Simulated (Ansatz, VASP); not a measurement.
One calculation of Sc3H, two programs

INCAR

```
SYSTEM = Sc3H
PREC = Accurate
ENCUT = 520
EDIFF = 1E-7
ISMEAR = 0
SIGMA = 0.1
LREAL = .False.
LASPH = .True.
NELM = 150
ALGO = Normal
ISIF = 2
LWAVE = .False.
LCHARG = .False.
ISPIN = 2
MAGMOM = 1 1 1 1 1 1 0 0
LORBIT = 11
LMAXMIX = 4
GGA = PE
NBANDS = 48
```

KPOINTS

```
Automatic mesh
0
Gamma
  4 4 4
  0 0 0
```

Contents of POSCAR:

```
Sc3H
1.0
   -3.1058552427      3.1058552427      4.3626854397
    3.1058552427     -3.1058552427      4.3626854397
    3.1058552427      3.1058552427     -4.3626854397
Sc H
6 2
Direct
    0.3750000000      0.6250000000      0.7500000000
    0.8750000000      0.6250000000      0.2500000000
    0.3750000000      0.1250000000      0.7500000000
    0.3750000000      0.6250000000      0.2500000000
    0.7500000000      0.2500000000      0.5000000000
    0.0000000000      0.0000000000      0.0000000000
    0.5000000000      0.5000000000      0.0000000000
    0.2500000000      0.7500000000      0.5000000000
```

Input for Ansatz:

```yaml
crystal:
  lattice:
    - [-3.1058552427, 3.1058552427, 4.3626854397]
    - [3.1058552427, -3.1058552427, 4.3626854397]
    - [3.1058552427, 3.1058552427, -4.3626854397]
  atoms:
    - { symbol: Sc, position: [0.375, 0.625, 0.75], spin: 1.0 }
    - { symbol: Sc, position: [0.875, 0.625, 0.25], spin: 1.0 }
    - { symbol: Sc, position: [0.375, 0.125, 0.75], spin: 1.0 }
    - { symbol: Sc, position: [0.375, 0.625, 0.25], spin: 1.0 }
    - { symbol: Sc, position: [0.75, 0.25, 0.5], spin: 1.0 }
    - { symbol: Sc, position: [0.0, 0.0, 0.0], spin: 1.0 }
    - { symbol: H, position: [0.5, 0.5, 0.0] }
    - { symbol: H, position: [0.25, 0.75, 0.5] }
basis:
  ecutwfc: 420
kpoints:
  mp_grid: { grid: [4, 4, 4] }
hamiltonian:
  xc: pbe
scf:
  occupations: { method: gaussian, width: 0.1 }
  lower_state_search: "off"
output:
  forces: true
  stress: true
  eigenvalues: true
  populations: true
magnetization:
  spin_polarized: true
```

Alike in both runs: task single point; functional PBE; k mesh 4 × 4 × 4; occupations gaussian, width 0.1 eV; collinear spin.

|  | VASP | Ansatz |
| --- | --- | --- |
| version | VASP 6.6.1 | Ansatz 0.2.0 |
| potentials or method | VASP PAW PBE potentials, release 64 (Sc_sv, H), cutoff 520 eV | scalar-relativistic, plane waves, PAW |
| valence electrons in the cell | 68 | 68 |

VASP gave:

```
gap on the k mesh at the Fermi level (eV)                     : none
pressure (GPa)                                                : 0.2
traceless stress, the component that is largest in VASP (GPa) : 0.20
net moment per atom (μB)                                      : 0.00
```

Problem. What did Ansatz give for the same quantities?

Solution. gap on the k mesh at the Fermi level (eV): none; pressure (GPa): 0.1; traceless stress, the component that is largest in VASP (GPa): 0.20; net moment per atom (μB): 0.00.

A gap of «none» marks a metal or a gap that the smearing closes. The functional is the same, so the differences come from potentials, cutoffs and numerics. Ansatz's warnings: seeded moment not kept.
